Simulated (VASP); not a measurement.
Runs of VASP 6.6.1 on Ru. Symmetry: P6_3/mmc, No. 194, hexagonal system. The conventional cell has a = 2.704 Å, b = 2.704 Å, c = 4.282 Å, α = 90.00°, β = 90.00°, γ = 120.00°. Ru (site symmetry -6m2) has 12 Ru at 2.65 to 2.70 Å within 3.5 Å. 

```csv
smearing,gap on the mesh (eV),pressure (GPa)
fermi-dirac 0.1 eV,none,(a)
tetrahedron,none,4.9
fermi-dirac 0.15 eV,none,5.6
fermi-dirac 0.01 eV,none,5.0
```

Alike in all rows: task single point; level PBE; potentials or basis VASP PAW PBE potentials, release 64 (Ru_pv); no spin polarisation; cell as given; k mesh 10 × 10 × 6; cutoff (eV) 520.

Question: Estimate the missing entries.

Answer: (a) 5.3.

Caveats: tetrahedron occupations give inexact forces and stress in metals (some runs).

A k mesh can miss the band edges, and the runs leave out spin-orbit coupling on Ru.

A gap of «none» marks levels without a gap at the run's occupations.
